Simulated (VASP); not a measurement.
# GaN (Imm2) in VASP: notebook

GaN is run at these levels: PBEsol; tasks: single point.

Everything below comes from runs of VASP 6.6.1. Logs are shortened: lines on timing, memory, paths and dates and some standing lists are left out, and cuts for length are marked.

## (1) The cell of the first run

Symmetry: Imm2, No. 44, orthorhombic system. Conventional cell: a = 3.127 Å, b = 3.247 Å, c = 4.507 Å, α = 90.00°, β = 90.00°, γ = 90.00°. Ga (site symmetry mm2) has 4 N at 1.93 to 1.98 Å within 2.6 Å. N (site symmetry mm2) has 4 Ga at 1.93 to 1.98 Å within 2.6 Å.

## (2) Single point, PBEsol (strain +0.0375 x Voigt [0, 0, 0, 0, 0, 1])

Input file INCAR:

```
SYSTEM = GaN
PREC = Accurate ; ENCUT = 520
EDIFF = 1E-7 ; ISMEAR = 0
SIGMA = 0.05 ; LREAL = .FALSE.
LASPH = .TRUE. ; NELM = 100
ALGO = Normal ; ISIF = 2
LWAVE = .FALSE. ; LCHARG = .FALSE.
GGA = PS ; NBANDS = 16
```

Input file KPOINTS:

```
regular mesh
0
G
  10 10 10
  0 0 0
```

Input file POSCAR:

```
GaN
1.0
    0.0422531364      2.2535006075      2.2535006075
    2.2535006075      0.0422531364      2.2535006075
    2.2957537439      2.2957537439      0.0000000000
Ga N
1 1
Direct
    0.0000000000      0.0000000000      0.0000000000
    0.7500000000      0.7500000000      0.7500000000
```

Potentials or basis: VASP PAW PBE potentials, release 64 (Ga_d, N).

Command:

```sh
cat potpaw_PBE.64/Ga_d/POTCAR potpaw_PBE.64/N/POTCAR > POTCAR
mpirun -np 1 vasp_std > vasp.out
```

OUTCAR:

```text
SYSTEM = GaN
   PREC = Accurate
   ENCUT = 520
   EDIFF = 1E-7
   ISMEAR = 0
   LREAL = .FALSE.
   LASPH = .TRUE.
   NELM = 100
   ISIF = 2
   GGA = PS

 ion  position               nearest neighbor table
   1  0.000  0.000  0.000-   2 1.93   2 1.93   2 1.98   2 1.98
   2  0.750  0.750  0.750-   1 1.93   1 1.93   1 1.98   1 1.98

  LATTYP: Found a body centered orthorhombic cell.
 ALAT       =     3.1271761634
 B/A-ratio  =     1.0382165605
 C/A-ratio  =     1.4412367515

  Lattice vectors:

 A1 = (   2.2535006075,   0.0422531364,  -2.2535006075)
 A2 = (  -2.2535006075,  -0.0422531364,  -2.2535006075)
 A3 = (   0.0422531364,   2.2535006075,   2.2535006075)

Analysis of symmetry for initial positions (statically):
=====================================================================
 Subroutine PRICEL returns:
 Original cell was already a primitive cell.

 Routine SETGRP: Setting up the symmetry group for a
 body centered orthorhombic supercell.

 Subroutine GETGRP returns: Found  4 space group operations
 (whereof  4 operations were pure point group operations)
 out of a pool of  8 trial point group operations.

The static configuration has the point symmetry C_2v.

Analysis of symmetry for dynamics (positions and initial velocities):
=====================================================================
 Subroutine PRICEL returns:
 Original cell was already a primitive cell.

 Routine SETGRP: Setting up the symmetry group for a
 body centered orthorhombic supercell.

 Subroutine GETGRP returns: Found  4 space group operations
 (whereof  4 operations were pure point group operations)
 out of a pool of  8 trial point group operations.

The dynamic configuration has the point symmetry C_2v.

 Subroutine INISYM returns: Found  4 space group operations
 (whereof  4 operations are pure point group operations),
 and found     1 'primitive' translations

----------------------------------------------------------------------------------------

                                     Primitive cell

  volume of cell :      22.8797

  direct lattice vectors                    reciprocal lattice vectors
     0.042253136  2.253500607  2.253500607    -0.226116709  0.226116709  0.221877020
     2.253500607  0.042253136  2.253500607     0.226116709 -0.226116709  0.221877020
     2.295753744  2.295753744  0.000000000     0.217793394  0.217793394 -0.221877020

  length of vectors
[... 75 lines left out ...]
   ICHARG =      2    charge: 1-file 2-atom 10-const
   ISPIN  =      1    spin polarized calculation?
   LNONCOLLINEAR =      F non collinear calculations
   LSORBIT =      F    spin-orbit coupling
   LASPH  =      T    aspherical Exc in radial PAW
   ENCUT  =  520.0 eV  38.22 Ry    6.18 a.u.   5.93  5.93  6.04*2*pi/ulx,y,z
   NELM   =    100;   NELMIN=  2; NELMDL= -5     # of ELM steps
   EDIFF  = 0.1E-06   stopping-criterion for ELM
   LREAL  =      F    real-space projection
   EDIFFG = 0.1E-05   stopping-criterion for IOM
   NSW    =      0    number of steps for IOM
   IBRION =     -1    ionic relax: 0-MD 1-quasi-New 2-CG
   NFREE  =      0    steps in history (QN), initial steepest desc. (CG)
   ISIF   =      2    stress and relaxation
   ISYM   =      2    0-nonsym 1-usesym 2-fastsym
   POTIM  = 0.5000    time-step for ionic-motion
   TEBEG  =    0.0;   TEEND  =   0.0 temperature during run
   PSTRESS=    0.0 pullay stress
   NELECT =      18.0000    total number of electrons
   NUPDOWN=      -1.0000    fix difference up-down
   EMIN   =  10.00;   EMAX   =-10.00  energy-range for DOS
   EFERMI =   0.00;   METHOD = LEGACY
   ISMEAR =     0;   SIGMA  =   0.05  broadening in eV -4-tet -1-fermi 0-gaus
   EFERMI_NEDOS =   21; number of points for ismear=-14 and -15
   IALGO  =     38    algorithm
   IMIX   =      4    mixing-type and parameters
     AMIX     =   0.40;   BMIX     =  1.00
     AMIX_MAG =   1.60;   BMIX_MAG =  1.00
  volume/ion in A,a.u.               =      11.44        77.20
  Fermi-wavevector in a.u.,A,eV,Ry     =   1.511294  2.855931 31.075827  2.284009
  Thomas-Fermi vector in A             =   2.621370
   LORBIT       =      0    0 simple, 1 ext, 2 COOP (PROOUT), +10 PAW based schemes
   GGA     = PS    functional components
   LHFCALC =     F    Hartree Fock is set to
   AEXX    =    0.0000 exact exchange contribution
   IVDW    =     0    specifies the selected vdW correction
   LEPSILON=     F    determine dielectric tensor
   LRPA    =     F    only Hartree local field effects (RPA)
 non-spin polarized calculation
 Gauss-broadening in eV      SIGMA  =   0.05
  energy-cutoff  :      520.00
  volume of cell :       22.88
 maximum number of plane-waves:       629
   NGX = 11   NGY = 11   NGZ = 13

 number of electron      18.0000000 magnetization

 Free energy of the ion-electron system (eV)
  ---------------------------------------------------
  ext. energy  EPLUGINS =         0.00000000
  ---------------------------------------------------
  free energy    TOTEN  =       -13.10306983 eV

  energy without entropy =      -13.10306983  energy(sigma->0) =      -13.10306983

 E-fermi :   5.4693     XC(G=0): -11.9034

 val. band max:        5.2305027589   @ k =   0.0000   0.0000   0.0000
 cond. band min:       6.8134488563   @ k =   0.0000   0.0000   0.0000
 fundamental gap:      1.5829460974
 Fermi energy:         5.4693325307

 k-point     1 :       0.0000    0.0000    0.0000
  band No.  band energies     occupation
      1     -10.7885      2.00000
      2      -8.2547      2.00000
      3      -8.2519      2.00000
      4      -8.2502      2.00000
      5      -7.9269      2.00000
      6      -7.9263      2.00000
[... 433 lines left out ...]
      3      -8.0400      2.00000
      4      -8.0110      2.00000
      5      -7.8653      2.00000
      6      -7.0055      2.00000
[... 8 lines left out ...]
     15      27.3909      0.00000
     16      27.4245      0.00000

 [... further k-points ...]
[... 5 lines left out ...]
  --------------------------------------------------------------------------------------
  -------------------------------------------------------------------------------------
  Total       -0.1291993     -0.1291993     -0.1522508     -1.0103062      0.0000000      0.0000000
  in kB       -9.0473270     -9.0473270    -10.6615399    -70.7478539      0.0000000      0.0000000
  external PRESSURE =      -9.5853980 kB  Pullay stress =       0.0000000 kB

 VOLUME and BASIS-vectors are now :
 -----------------------------------------------------------------------------
  energy-cutoff  :      520.00
  volume of cell :       22.88
      direct lattice vectors                 reciprocal lattice vectors
     0.042253136  2.253500607  2.253500607    -0.226116709  0.226116709  0.221877020
     2.253500607  0.042253136  2.253500607     0.226116709 -0.226116709  0.221877020
     2.295753744  2.295753744  0.000000000     0.217793394  0.217793394 -0.221877020

 POSITION                                       TOTAL-FORCE (eV/Angst)
 -----------------------------------------------------------------------------------
      0.00000      0.00000      0.00000         0.000000      0.000000     -0.297165
      3.44363      3.44363      3.38025        -0.000000     -0.000000      0.297165
 -----------------------------------------------------------------------------------
    total drift:                                0.000001      0.000001     -0.000039

  FREE ENERGIE OF THE ION-ELECTRON SYSTEM (eV)
  ---------------------------------------------------
  free  energy   TOTEN  =       -13.1030698319 eV

  energy  without entropy=      -13.1030698319  energy(sigma->0) =      -13.10306983
```

Wall time 66 s (1 thread of Intel Xeon 8259CL, shared host); peak memory 0.18 GiB.

Results:

```yaml
Free_energy: -13.1031 eV
Pressure: -1.0 GPa
Largest_force: 0.297 eV/Å
Band_gap_on_the_k_mesh: 1.58 eV, direct
```

Forces on the atoms (eV/Å):
```
Ga   0.000  0.000 -0.297
N    0.000  0.000  0.297
```

Stress tensor (GPa, compression positive):
```
-0.90 -7.07  0.00
-7.07 -0.90  0.00
 0.00  0.00 -1.07
```

Caveat: the cell differs from its parent crystal (strain +0.0375 x Voigt [0, 0, 0, 0, 0, 1]); the PAW data sets were made with another functional, which shifts forces and pressure a little.

## (3) Single point, PBEsol (strain +0.0562 x Voigt [0, 0, 0, 0, 0, 1])

Input file INCAR:

```
ALGO = Normal
EDIFF = 1E-6
ENCUT = 520
GGA = PS
ISIF = 2
ISMEAR = 0
LASPH = True
LCHARG = False
LREAL = False
LWAVE = False
NBANDS = 16
NELM = 100
PREC = Accurate
SIGMA = 0.05
```

Input file KPOINTS:

```
k-points
0
Gamma
  10 10 10
```

Input file POSCAR:

```
GaN
1.0
    0.0633233671      2.2535006075      2.2535006075
    2.2535006075      0.0633233671      2.2535006075
    2.3168239746      2.3168239746      0.0000000000
Ga N
1 1
Direct
    0.0000000000      0.0000000000      0.0000000000
    0.7500000000      0.7500000000      0.7500000000
```

Potentials or basis: VASP PAW PBE potentials, release 64 (Ga_d, N).

Command:

```sh
cat potpaw_PBE.64/Ga_d/POTCAR potpaw_PBE.64/N/POTCAR > POTCAR
mpirun -np 1 vasp_std > vasp.out
```

It took 76 s on 1 thread of Intel Xeon 8259CL, shared host; peak memory 0.18 GiB.

Results (log left out):

```
Free energy            : -13.0795 eV
Pressure               : -0.5 GPa
Largest force          : 0.449 eV/Å
Band gap on the k mesh : 1.51 eV, direct
```

Forces in eV/Å, atoms in the order of the input:
```
Ga   0.000  0.000 -0.449
N    0.000  0.000  0.449
```

Stress tensor (GPa, compression positive):
```
 -0.38 -10.63   0.00
-10.63  -0.38   0.00
  0.00   0.00  -0.75
```

Levels at points of the mesh, in eV from the valence-band top:
```tsv
k point	band 5	band 6	band 7	band 8	band 9	band 10	band 11	band 12	band 13	band 14
(0.00, 0.00, 0.00)	-13.20	-13.20	-0.22	-0.14	0.00	1.51	9.41	10.17	10.80	17.17
(0.50, 0.00, 0.00)	-13.14	-11.83	-7.19	-1.22	-1.22	4.21	8.59	9.64	10.21	15.17
(0.50, 0.50, 0.00)	-13.12	-11.53	-6.30	-3.19	-2.50	3.00	6.61	11.45	13.45	14.12
(0.00, 0.00, 0.50)	-13.15	-12.06	-7.28	-1.00	-0.94	4.65	8.35	10.20	10.72	15.54
(0.50, 0.00, 0.50)	-13.12	-11.51	-6.30	-2.85	-2.84	3.11	6.45	11.34	13.74	13.89
```

Caveat: the cell differs from its parent crystal (strain +0.0562 x Voigt [0, 0, 0, 0, 0, 1]); the PAW data sets were made with another functional, which shifts forces and pressure a little.

## (4) Single point, PBEsol (strain +0.0187 x Voigt [0, 0, 0, 0, 0, 1])

Input file INCAR:

```
  ALGO = Normal
  EDIFF = 1E-6
  ENCUT = 520
  GGA = PS
  ISIF = 2
  ISMEAR = 0
  LASPH = True
  LCHARG = False
  LREAL = False
  LWAVE = False
  NBANDS = 16
  NELM = 100
  PREC = Accurate
  SIGMA = 0.05
```

KPOINTS is that of step 3.

Input file POSCAR:

```
GaN
1.0
    0.0210702307      2.2535006075      2.2535006075
    2.2535006075      0.0210702307      2.2535006075
    2.2745708382      2.2745708382      0.0000000000
Ga N
1 1
Direct
    0.0000000000      0.0000000000      0.0000000000
    0.7500000000      0.7500000000      0.7500000000
```

Command:

```sh
cat potpaw_PBE.64/Ga_d/POTCAR potpaw_PBE.64/N/POTCAR > POTCAR
mpirun -np 1 vasp_std > vasp.out
```

Wall time 74 s (1 thread of Intel Xeon 8259CL, shared host); peak memory 0.18 GiB.

Results (log left out):

* Free energy: -13.1173 eV
* Pressure: -1.2 GPa
* Largest force: 0.148 eV/Å
* Band gap on the k mesh: 1.64 eV, direct

Forces in eV/Å, atoms in the order of the input:
```
Ga   0.000  0.000 -0.148
N    0.000  0.000  0.148
```

Stress tensor (GPa, compression positive):
```
-1.20 -3.52  0.00
-3.52 -1.20  0.00
 0.00  0.00 -1.25
```

Levels at points of the mesh, in eV from the valence-band top:
| k point | band 5 | band 6 | band 7 | band 8 | band 9 | band 10 | band 11 | band 12 | band 13 | band 14 |
| --- | --- | --- | --- | --- | --- | --- | --- | --- | --- | --- |
| (0.00, 0.00, 0.00) | -13.12 | -13.12 | -0.07 | -0.04 | 0.00 | 1.64 | 9.94 | 10.18 | 10.40 | 17.33 |
| (0.50, 0.00, 0.00) | -13.06 | -11.83 | -7.14 | -1.06 | -1.05 | 4.45 | 8.63 | 10.05 | 10.24 | 15.34 |
| (0.50, 0.50, 0.00) | -13.04 | -11.44 | -6.22 | -2.89 | -2.66 | 3.17 | 6.54 | 11.54 | 13.73 | 13.96 |
| (0.00, 0.00, 0.50) | -13.07 | -11.90 | -7.16 | -0.98 | -0.97 | 4.60 | 8.55 | 10.23 | 10.41 | 15.46 |
| (0.50, 0.00, 0.50) | -13.04 | -11.43 | -6.22 | -2.77 | -2.77 | 3.19 | 6.52 | 11.52 | 13.84 | 13.86 |

Caveat: the cell differs from its parent crystal (strain +0.0187 x Voigt [0, 0, 0, 0, 0, 1]); the PAW data sets were made with another functional, which shifts forces and pressure a little.

## (5) Overview

| cell | gap on the mesh (eV) | pressure (GPa) | largest force (eV/Å) |
| --- | --- | --- | --- |
| a = 3.187, b = 3.187, c = 3.247 Å, angles 59.4, 59.4, 58.8°, 2 atoms | 1.58 | -1.0 | 0.30 |
| a = 3.188, b = 3.188, c = 3.276 Å, angles 59.1, 59.1, 58.1°, 2 atoms | 1.51 | -0.5 | 0.45 |
| a = 3.187, b = 3.187, c = 3.217 Å, angles 59.7, 59.7, 59.4°, 2 atoms | 1.64 | -1.2 | 0.15 |

Alike in all rows: task single point; level PBEsol; potentials or basis VASP PAW PBE potentials, release 64 (Ga_d, N); no spin polarisation; k mesh 10 × 10 × 10; cutoff (eV) 520; smearing gaussian 0.05 eV.

Caveats: the PAW data sets were made with another functional, which shifts forces and pressure a little.

Total energies depend on the potentials used, so only differences within one code and one set of settings carry meaning.
